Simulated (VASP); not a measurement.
SrCl2, 3 atoms in the cell. It takes space group P-6m2 (No. 187, hexagonal). Conventional cell: a = 4.139 Å, b = 4.139 Å, c = 7.581 Å, α = 90.00°, β = 90.00°, γ = 120.00°. Within 3.8 Å of Sr (site symmetry -6m2) lie 6 Cl at 2.90 Å. Within 3.8 Å of Cl (site symmetry 3m) lie 3 Sr at 2.90 Å and 1 Cl at 3.28 Å. 

| Quantity | Value |
| --- | --- |
| Program | VASP 6.6.1 |
| Task | single point |
| Functional | PBEsol |
| Potentials or basis | VASP PAW PBE potentials, release 64 (Sr_sv, Cl) |
| Cutoff | 520 eV |
| k mesh | 9 × 9 × 2 |
| Occupations | fermi-dirac, width 0.03 eV |
| Spin | no spin polarisation |
| Dipole correction | no |
| Further INCAR settings | ALGO = Normal; EDIFF = 1e-06; NBANDS = 19 |

Potentials or basis: VASP PAW PBE potentials, release 64 (Sr_sv, Cl).

Command:

```sh
$ cat potpaw_PBE.64/Sr_sv/POTCAR potpaw_PBE.64/Cl/POTCAR > POTCAR
$ mpirun -np 1 vasp_std > vasp.out
```

Hardware: 1 thread of Intel(R) Xeon(R) Platinum 8488C (Sapphire Rapids), on a shared host.

How long does it take, and how much memory?

Wall time 25 s on 1 thread of Intel(R) Xeon(R) Platinum 8488C (Sapphire Rapids), with other jobs on the host, peak memory 0.24 GiB. Counts: scf iterations 14, k points 24.
